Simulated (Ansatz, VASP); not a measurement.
**Two plane-wave programs on Bi**

The input INCAR:

```
PREC = Accurate
ENCUT = 520
EDIFF = 1E-6
ISMEAR = 0
SIGMA = 0.15
LREAL = False
LASPH = True
NELM = 60
ALGO = Fast
ISIF = 2
LWAVE = False
LCHARG = True
GGA = PE
IVDW = 12
LELF = True
LVHAR = True
NBANDS = 14
```

The input KPOINTS:

```
Automatic mesh
0
Gamma
  18 18 18
```

Contents of POSCAR:

```
Bi
1.0
   -1.7854673921      1.7854673921      2.2341553478
    1.7854673921     -1.7854673921      2.2341553478
    1.7854673921      1.7854673921     -2.2341553478
Bi
1
Direct
    0.0000000000      0.0000000000      0.0000000000
```

Input for Ansatz:

```yaml
crystal:
  lattice:
    - [-1.7854673921, 1.7854673921, 2.2341553478]
    - [1.7854673921, -1.7854673921, 2.2341553478]
    - [1.7854673921, 1.7854673921, -2.2341553478]
  atoms:
    - { symbol: Bi, position: [0.0, 0.0, 0.0] }
basis:
  ecutwfc: 420
kpoints:
  mp_grid: { grid: [18, 18, 18] }
hamiltonian:
  xc: pbe
  dispersion: d3bj
scf:
  occupations: { method: gaussian, width: 0.15 }
output:
  forces: true
  stress: true
  eigenvalues: true
```

Alike in both runs: task single point; functional PBE; dispersion D3(BJ); k mesh 18 × 18 × 18; occupations gaussian, width 0.15 eV; no spin polarisation.

|  | VASP | Ansatz |
| --- | --- | --- |
| version | VASP 6.6.1 | Ansatz 0.2.0 |
| potentials or method | VASP PAW PBE potentials, release 64 (Bi_d), cutoff 520 eV | scalar-relativistic, plane waves, PAW |
| valence electrons in the cell | 15 | 15 |

```tsv
	VASP	Ansatz	Ansatz less VASP
gap on the k mesh at the Fermi level (eV)	none	none	-
pressure (GPa)	4.0	4.0	+0.05
traceless stress, the component that is largest in VASP (GPa)	-1.28	-1.28	-0.006
```

A gap of «none» marks a metal or a gap that the smearing closes.

Spin-orbit coupling is off throughout.
